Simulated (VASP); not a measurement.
A run of VASP 6.6.1 is set up as follows.

Contents of POSCAR:

```
CaSe
1.0
    0.0000000000      3.0268858150      2.9474478378
    3.0268858150      0.0000000000      2.9474478378
    3.0268858150      3.0268858150      0.0000000000
Ca Se
1 1
Direct
    0.0000000000      0.0000000000      0.0000000000
    0.5000000000      0.5000000000      0.5000000000
```

File INCAR.step1:

```
SYSTEM = CaSe
PREC = Accurate
ENCUT = 520
ISMEAR = 0
SIGMA = 0.01
LREAL = .FALSE.
LASPH = .TRUE.
NELM = 80
NBANDS = 15
GGA = PE
ALGO = Normal
EDIFF = 1E-4
LWAVE = .TRUE.
LCHARG = .FALSE.
```

File INCAR.step2:

```
SYSTEM = CaSe
PREC = Accurate
ENCUT = 520
EDIFF = 1E-6
ISMEAR = 0
SIGMA = 0.01
LREAL = .FALSE.
LASPH = .TRUE.
NELM = 80
ALGO = Normal
ISIF = 2
LWAVE = .FALSE.
LCHARG = .FALSE.
METAGGA = R2SCAN
LMIXTAU = .TRUE.
NBANDS = 15
ISTART = 1
```

Contents of KPOINTS:

```
Automatic mesh
0
G
  8 8 8
  0 0 0
```

Potentials or basis: VASP PAW PBE potentials, release 64 (Ca_sv, Se).

Run with:

```console
$ cat potpaw_PBE.64/Ca_sv/POTCAR potpaw_PBE.64/Se/POTCAR > POTCAR
$ cp INCAR.step1 INCAR
$ mpirun -np 1 vasp_std > vasp.out
$ cp INCAR.step2 INCAR
$ mpirun -np 1 vasp_std > vasp.out
```

Problem. Predict the pressure.

Solution. -1.3 GPa.

Problem. Estimate the band gap on the k mesh.

Solution. 2.58 eV (least direct gap 3.44 eV).

Stress tensor (GPa, compression positive):
```
-2.09  0.00  0.00
 0.00 -2.09  0.00
 0.00  0.00  0.25
```

Caveat: the cell differs from its parent crystal (epitaxial xy strain +2.0%); the PAW data sets were made with another functional, which shifts forces and pressure a little. A k mesh can miss the band edges.
